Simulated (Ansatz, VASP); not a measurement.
## Two plane-wave programs on ZnO

```
Zn O
1.0
     3.23052    0.00000    0.00000
    -1.61526    2.79771    0.00000
     0.00000    0.00000    5.21394
Zn O
2 2
Direct
  0.66667 0.33333 0.50064
  0.33333 0.66667 0.00064
  0.66667 0.33333 0.87967
  0.33333 0.66667 0.37967
```

Alike in both runs: functional PBEsol; k mesh 9 × 9 × 6; occupations gaussian, width 0.02 eV; no spin polarisation.

Ansatz relaxed the structure, and its values are those at the end. VASP's run is a single point on that final structure, the one shown.

|  | VASP | Ansatz |
| --- | --- | --- |
| version | VASP 6.6.1 | Ansatz 0.2.0 |
| potentials or method | VASP PAW PBE potentials, release 64 (Zn, O), cutoff 520 eV | scalar-relativistic, plane waves, PAW |
| valence electrons in the cell | 36 | 36 |

Ansatz gave:

- gap on the k mesh at the Fermi level (eV): 0.70
- least direct gap on the mesh (eV): 0.70
- pressure (GPa): 0.0

Question: Estimate VASP's values.

Answer: gap on the k mesh at the Fermi level (eV): 0.69; least direct gap on the mesh (eV): 0.69; pressure (GPa): 0.7.

VASP's potentials were made for PBE, not for PBEsol. The functional is the same, so the differences come from potentials, cutoffs and numerics.
